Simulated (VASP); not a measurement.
# Ti (Im-3m) in VASP: notebook

Ti is run at these levels: RPBE; tasks: single point.

Program: VASP 6.6.1. These are calculated values, not measurements. Logs are shortened: lines on timing, memory, paths and dates and some standing lists are left out, and cuts for length are marked.

## (1) The cell of the first run

The structure is cubic, space group Im-3m (No. 229). The conventional cell has a = 3.337 Å, b = 3.337 Å, c = 3.337 Å, α = 90.00°, β = 90.00°, γ = 90.00°. Within 3.8 Å of Ti (site symmetry m-3m) lie 14 Ti at 2.89 to 3.34 Å.

## (2) Single point, RPBE (volume scaled by 1.04)

Contents of INCAR:

```
SYSTEM = Ti
ALGO = Normal
EDIFF = 1E-7
ENCUT = 520
GGA = RP
ISIF = 2
ISMEAR = -1
LASPH = .TRUE.
LCHARG = .FALSE.
LREAL = .FALSE.
LWAVE = .FALSE.
NBANDS = 12
NELM = 80
PREC = Accurate
SIGMA = 0.1
```

Contents of KPOINTS:

```
k-points
0
G
  15 15 15
  0 0 0
```

Contents of POSCAR:

```
Ti
1.0
   -1.6685900552      1.6685900552      1.6685900552
    1.6685900552     -1.6685900552      1.6685900552
    1.6685900552      1.6685900552     -1.6685900552
Ti
1
Direct
    0.0000000000      0.0000000000      0.0000000000
```

Potentials or basis: VASP PAW PBE potentials, release 64 (Ti_sv).

Launch:

```
$ cat potpaw_PBE.64/Ti_sv/POTCAR > POTCAR
$ mpirun -np 1 vasp_std > vasp.out
```

OUTCAR:

```text
SYSTEM = Ti
   EDIFF = 1E-7
   ENCUT = 520
   GGA = RP
   ISIF = 2
   ISMEAR = -1
   LASPH = .TRUE.
   LREAL = .FALSE.
   NELM = 80
   PREC = Accurate

 ion  position               nearest neighbor table
   1  0.000  0.000  0.000-

  LATTYP: Found a body centered cubic cell.
 ALAT       =     3.3371801104

  Lattice vectors:

 A1 = (  -1.6685900552,   1.6685900552,   1.6685900552)
 A2 = (   1.6685900552,  -1.6685900552,   1.6685900552)
 A3 = (   1.6685900552,   1.6685900552,  -1.6685900552)

Analysis of symmetry for initial positions (statically):
=====================================================================
 Subroutine PRICEL returns:
 Original cell was already a primitive cell.

 Routine SETGRP: Setting up the symmetry group for a
 body centered cubic supercell.

 Subroutine GETGRP returns: Found 48 space group operations
[... 9 lines left out ...]

 Routine SETGRP: Setting up the symmetry group for a
 body centered cubic supercell.

 Subroutine GETGRP returns: Found 48 space group operations
 (whereof 48 operations were pure point group operations)
 out of a pool of 48 trial point group operations.

The dynamic configuration has the point symmetry O_h .

 Subroutine INISYM returns: Found 48 space group operations
 (whereof 48 operations are pure point group operations),
 and found     1 'primitive' translations

----------------------------------------------------------------------------------------

                                     Primitive cell

  volume of cell :      18.5827

  direct lattice vectors                    reciprocal lattice vectors
    -1.668590055  1.668590055  1.668590055     0.000000000  0.299654189  0.299654189
     1.668590055 -1.668590055  1.668590055     0.299654189  0.000000000  0.299654189
     1.668590055  1.668590055 -1.668590055     0.299654189  0.299654189  0.000000000

  length of vectors
     2.890082753  2.890082753  2.890082753     0.423775018  0.423775018  0.423775018

  position of ions in fractional coordinates (direct lattice)
     0.000000000  0.000000000  0.000000000

  ion indices of the primitive-cell ions
   primitive index   ion index
                 1           1

----------------------------------------------------------------------------------------

 KPOINTS: k-points

Automatic generation of k-mesh.
[... 65 lines left out ...]
   NELM   =     80;   NELMIN=  2; NELMDL= -5     # of ELM steps
   EDIFF  = 0.1E-06   stopping-criterion for ELM
   LREAL  =      F    real-space projection
   EDIFFG = 0.1E-05   stopping-criterion for IOM
   NSW    =      0    number of steps for IOM
   IBRION =     -1    ionic relax: 0-MD 1-quasi-New 2-CG
   NFREE  =      0    steps in history (QN), initial steepest desc. (CG)
   ISIF   =      2    stress and relaxation
   ISYM   =      2    0-nonsym 1-usesym 2-fastsym
   POTIM  = 0.5000    time-step for ionic-motion
   TEBEG  =    0.0;   TEEND  =   0.0 temperature during run
   PSTRESS=    0.0 pullay stress
   NELECT =      12.0000    total number of electrons
   NUPDOWN=      -1.0000    fix difference up-down
   EMIN   =  10.00;   EMAX   =-10.00  energy-range for DOS
   EFERMI =   0.00;   METHOD = LEGACY
   ISMEAR =    -1;   SIGMA  =   0.10  broadening in eV -4-tet -1-fermi 0-gaus
   EFERMI_NEDOS =   21; number of points for ismear=-14 and -15
   IALGO  =     38    algorithm
   IMIX   =      4    mixing-type and parameters
     AMIX     =   0.40;   BMIX     =  1.00
     AMIX_MAG =   1.60;   BMIX_MAG =  1.00
  volume/ion in A,a.u.               =      18.58       125.40
  Fermi-wavevector in a.u.,A,eV,Ry     =   1.415030  2.674019 27.243074  2.002309
  Thomas-Fermi vector in A             =   2.536511
   LORBIT       =      0    0 simple, 1 ext, 2 COOP (PROOUT), +10 PAW based schemes
   GGA     = RP    functional components
   LHFCALC =     F    Hartree Fock is set to
   AEXX    =    0.0000 exact exchange contribution
   IVDW    =     0    specifies the selected vdW correction
   LEPSILON=     F    determine dielectric tensor
   LRPA    =     F    only Hartree local field effects (RPA)
 non-spin polarized calculation
  energy-cutoff  :      520.00
  volume of cell :       18.58
 maximum number of plane-waves:       531
 NGX is ok and might be reduce to    24
   NGX = 11   NGY = 11   NGZ = 11

 number of electron      12.0000003 magnetization

 Free energy of the ion-electron system (eV)
  ---------------------------------------------------
  ext. energy  EPLUGINS =         0.00000000
  ---------------------------------------------------
  free energy    TOTEN  =        -7.35267123 eV

  energy without entropy =       -7.26821644  energy(sigma->0) =       -7.31044384

 E-fermi :   7.5234     XC(G=0): -11.0720

 val. band max:        7.5214907097   @ k =   0.2667   0.2000   0.0000
 cond. band min:       7.5236135648   @ k =   0.4000   0.2000   0.0000
 fundamental gap:      0.0021228551
 Fermi energy:         7.5233904435

 k-point     1 :       0.0000    0.0000    0.0000
  band No.  band energies     occupation
      1     -49.2951      2.00000
      2     -25.1544      2.00000
      3     -25.1544      2.00000
      4     -25.1544      2.00000
      5       1.7001      2.00000
      6       8.4581      0.00017
      7       8.4581      0.00017
      8       8.4581      0.00017
      9      10.0649      0.00000
     10      10.0649      0.00000
     11      24.4101      0.00000
     12      24.4101      0.00000
[... 331 lines left out ...]
 k-point    24 :       0.4000    0.2000    0.0000
  band No.  band energies     occupation
      1     -49.1896      2.00000
      2     -25.6209      2.00000
      3     -25.3985      2.00000
      4     -25.2071      2.00000
      5       5.9500      2.00000
      6       7.1646      1.94618
      7       7.5236      0.99888
      8      10.0033      0.00000
      9      10.4947      0.00000
     10      12.8731      0.00000
     11      15.4511      0.00000
     12      18.1384      0.00000

 [... further k-points ...]
[... 5 lines left out ...]
  --------------------------------------------------------------------------------------
  -------------------------------------------------------------------------------------
  Total       -0.4439651     -0.4439651     -0.4439651      0.0000000      0.0000000      0.0000000
  in kB      -38.2781077    -38.2781077    -38.2781077      0.0000000      0.0000000      0.0000000
  external PRESSURE =     -38.2781077 kB  Pullay stress =       0.0000000 kB

 VOLUME and BASIS-vectors are now :
 -----------------------------------------------------------------------------
  energy-cutoff  :      520.00
  volume of cell :       18.58
      direct lattice vectors                 reciprocal lattice vectors
    -1.668590055  1.668590055  1.668590055     0.000000000  0.299654189  0.299654189
     1.668590055 -1.668590055  1.668590055     0.299654189  0.000000000  0.299654189
     1.668590055  1.668590055 -1.668590055     0.299654189  0.299654189  0.000000000

 POSITION                                       TOTAL-FORCE (eV/Angst)
 -----------------------------------------------------------------------------------
      0.00000      0.00000      0.00000        -0.000000     -0.000000      0.000000
 -----------------------------------------------------------------------------------
    total drift:                               -0.000000     -0.000000     -0.000000

  FREE ENERGIE OF THE ION-ELECTRON SYSTEM (eV)
  ---------------------------------------------------
  free  energy   TOTEN  =        -7.3526712302 eV

  energy  without entropy=       -7.2682164410  energy(sigma->0) =       -7.31044384
```

OSZICAR:

```text
N       E                     dE             d eps       ncg     rms          rms(c)
DAV:   1     0.892226746904E+02    0.89223E+02   -0.65958E+03  2888   0.118E+03
DAV:   2    -0.388518448928E+01   -0.93108E+02   -0.90924E+02  2948   0.297E+02
DAV:   3    -0.837197891376E+01   -0.44868E+01   -0.44247E+01  4064   0.657E+01
DAV:   4    -0.846632384296E+01   -0.94345E-01   -0.94205E-01  3256   0.841E+00
DAV:   5    -0.846862010621E+01   -0.22963E-02   -0.22961E-02  3424   0.118E+00    0.771E+00
DAV:   6    -0.734348104963E+01    0.11251E+01   -0.28455E+00  3076   0.232E+01    0.189E+00
DAV:   7    -0.734386944544E+01   -0.38840E-03   -0.63800E-02  3364   0.261E+00    0.118E+00
DAV:   8    -0.735217757103E+01   -0.83081E-02   -0.30739E-02  3056   0.202E+00    0.867E-02
DAV:   9    -0.735264725028E+01   -0.46968E-03   -0.21265E-03  3516   0.442E-01    0.691E-02
DAV:  10    -0.735269456070E+01   -0.47310E-04   -0.16495E-04  3076   0.138E-01    0.154E-02
DAV:  11    -0.735266923657E+01    0.25324E-04   -0.23666E-05  3400   0.725E-02    0.504E-03
DAV:  12    -0.735267044804E+01   -0.12115E-05   -0.94341E-07  3340   0.135E-02    0.119E-03
DAV:  13    -0.735267129224E+01   -0.84420E-06   -0.35976E-07  3612   0.367E-03    0.129E-03
DAV:  14    -0.735267123018E+01    0.62058E-07   -0.15464E-08  1584   0.105E-03
   1 F= -.73526712E+01 E0= -.73104438E+01  d E =-.844548E-01
```

It took 48 s on 1 thread of AMD EPYC 7R13, shared host; peak memory 0.12 GiB.

What came out:

```yaml
Free_energy: -7.3527 eV
Pressure: -3.8 GPa
Band_gap_on_the_k_mesh: zero (band 6 reaches 8.46 eV, above the bottom of band 7 at 6.92 eV)
```

Levels at points of the mesh, in eV from the Fermi level:
```
           k point  band 2  band 3  band 4  band 5  band 6  band 7  band 8  band 9  band 10  band 11
(0.00, 0.00, 0.00)  -32.68  -32.68  -32.68   -5.82    0.93    0.93    0.93    2.54     2.54    16.89
```

Caveat: the cell differs from its parent crystal (volume scaled by 1.04); the PAW data sets were made with another functional, which shifts forces and pressure a little.

## (3) Single point, RPBE (volume scaled by 1.08)

Contents of INCAR:

```
SYSTEM = Ti
ALGO     = Normal         ! electronic algorithm
EDIFF    = 1E-6           ! SCF threshold, eV
ENCUT    = 520            ! plane-wave cutoff, eV
GGA      = RP             ! functional
ISIF     = 2              ! what is computed and relaxed
ISMEAR   = -1             ! smearing method
LASPH    = .True.         ! aspherical terms in the spheres
LCHARG   = .False.        ! write CHGCAR
LREAL    = .False.        ! projectors in reciprocal space
LWAVE    = .False.        ! write WAVECAR
NBANDS   = 12             ! bands
NELM     = 80             ! most SCF steps
PREC     = Accurate       ! precision mode
SIGMA    = 0.1            ! smearing width, eV
```

Contents of KPOINTS:

```
k-points
0
Gamma
  15 15 15
  0 0 0
```

Contents of POSCAR:

```
Ti
1.0
   -1.6897136908      1.6897136908      1.6897136908
    1.6897136908     -1.6897136908      1.6897136908
    1.6897136908      1.6897136908     -1.6897136908
Ti
1
Direct
    0.0000000000      0.0000000000      0.0000000000
```

Potentials or basis: VASP PAW PBE potentials, release 64 (Ti_sv).

Launch:

```
$ cat potpaw_PBE.64/Ti_sv/POTCAR > POTCAR
$ mpirun -np 1 vasp_std > vasp.out
```

It took 49 s on 1 thread of AMD EPYC 7R13, shared host; peak memory 0.12 GiB.

Results (log left out):

| Quantity | Value |
| --- | --- |
| Free energy | -7.3290 eV |
| Pressure | -6.8 GPa |
| Band gap on the k mesh | zero (band 6 reaches 8.06 eV, above the bottom of band 7 at 6.58 eV) |

Levels at points of the mesh, in eV from the Fermi level:
| k point | band 2 | band 3 | band 4 | band 5 | band 6 | band 7 | band 8 | band 9 | band 10 | band 11 |
| --- | --- | --- | --- | --- | --- | --- | --- | --- | --- | --- |
| (0.00, 0.00, 0.00) | -32.79 | -32.79 | -32.79 | -5.73 | 0.90 | 0.90 | 0.90 | 2.43 | 2.43 | 16.62 |

Caveat: the cell differs from its parent crystal (volume scaled by 1.08); the PAW data sets were made with another functional, which shifts forces and pressure a little.

## (4) Single point, RPBE (volume scaled by 1.12)

Contents of INCAR:

```
SYSTEM = Ti
PREC = Accurate
ENCUT = 520
EDIFF = 1E-6
ISMEAR = -1
SIGMA = 0.1
LREAL = .FALSE.
LASPH = .TRUE.
NELM = 100
ALGO = Normal
ISIF = 2
LWAVE = .FALSE.
LCHARG = .TRUE.
GGA = RP
LELF = .TRUE.
LVHAR = .TRUE.
NBANDS = 12
```

Contents of KPOINTS:

```
regular mesh
0
G
  15 15 15
  0 0 0
```

Contents of POSCAR:

```
Ti
1.0
   -1.7103219864      1.7103219864      1.7103219864
    1.7103219864     -1.7103219864      1.7103219864
    1.7103219864      1.7103219864     -1.7103219864
Ti
1
Direct
    0.0000000000      0.0000000000      0.0000000000
```

Launch:

```
$ cat potpaw_PBE.64/Ti_sv/POTCAR > POTCAR
$ mpirun -np 1 vasp_std > vasp.out
```

Wall time 51 s (1 thread of AMD EPYC 7R13, shared host); peak memory 0.13 GiB.

Results (log left out):

| Quantity | Value |
| --- | --- |
| Free energy | -7.2932 eV |
| Pressure | -9.3 GPa |
| Band gap on the k mesh | zero (band 6 reaches 7.68 eV, above the bottom of band 7 at 6.26 eV) |

Levels at points of the mesh, in eV from the Fermi level:
```tsv
k point	band 4	band 5	band 6	band 7	band 8	band 9
(0.00, 0.00, 0.00)	-32.89	-5.64	0.86	0.86	0.86	2.32
```

Caveat: the cell differs from its parent crystal (volume scaled by 1.12); the PAW data sets were made with another functional, which shifts forces and pressure a little.

## (5) Single point, RPBE

This run uses another cell than the first one, of 17.87 Å³/atom, 0.962 times its volume.

Contents of INCAR:

```
PREC = Accurate
ENCUT = 520
EDIFF = 1E-7
ISMEAR = -1
SIGMA = 0.1
LREAL = F
LASPH = T
NELM = 80
ALGO = Normal
ISIF = 2
LWAVE = F
LCHARG = F
GGA = RP
NBANDS = 12
```

Contents of KPOINTS:

```
regular mesh
0
Gamma
  22 22 22
```

Contents of POSCAR:

```
Ti
1.0
   -1.6469176015      1.6469176015      1.6469176015
    1.6469176015     -1.6469176015      1.6469176015
    1.6469176015      1.6469176015     -1.6469176015
Ti
1
Direct
    0.0000000000      0.0000000000      0.0000000000
```

Launch:

```
$ cat potpaw_PBE.64/Ti_sv/POTCAR > POTCAR
$ mpirun -np 1 vasp_std > vasp.out
```

It took 2.6 min on 1 thread of AMD EPYC 7R13, shared host; peak memory 0.16 GiB.

Results (log left out):

| Item | Value |
| --- | --- |
| Free energy | -7.3618 eV |
| Pressure | -0.3 GPa |
| Band gap on the k mesh | zero (band 6 reaches 8.89 eV, above the bottom of band 7 at 7.33 eV) |

Levels at points of the mesh, in eV from the Fermi level:
| k point | band 3 | band 4 | band 5 | band 6 | band 7 | band 8 | band 9 | band 10 |
| --- | --- | --- | --- | --- | --- | --- | --- | --- |
| (0.00, 0.00, 0.00) | -32.56 | -32.56 | -5.91 | 0.97 | 0.97 | 0.97 | 2.66 | 2.66 |
| (0.50, 0.00, 0.00) | -32.75 | -32.56 | -2.39 | -0.36 | 1.02 | 2.65 | 2.98 | 4.11 |
| (0.50, 0.50, 0.50) | -32.98 | -32.98 | -2.01 | -2.01 | 3.78 | 3.78 | 3.78 | 8.15 |

Caveat: the PAW data sets were made with another functional, which shifts forces and pressure a little.

## (6) Overview

| cell | k mesh | gap on the mesh (eV) | pressure (GPa) |
| --- | --- | --- | --- |
| a = 2.890 Å, angles 109.5°, 1 atom | 15 × 15 × 15 | none | -3.8 |
| a = 2.927 Å, angles 109.5°, 1 atom | 15 × 15 × 15 | none | -6.8 |
| a = 2.962 Å, angles 109.5°, 1 atom | 15 × 15 × 15 | none | -9.3 |
| a = 2.853 Å, angles 109.5°, 1 atom | 22 × 22 × 22 | none | -0.3 |

Alike in all rows: task single point; level RPBE; potentials or basis VASP PAW PBE potentials, release 64 (Ti_sv); no spin polarisation; cutoff (eV) 520; smearing fermi-dirac 0.1 eV.

Caveats: the PAW data sets were made with another functional, which shifts forces and pressure a little.

Total energies depend on the potentials used, so only differences within one code and one set of settings carry meaning.
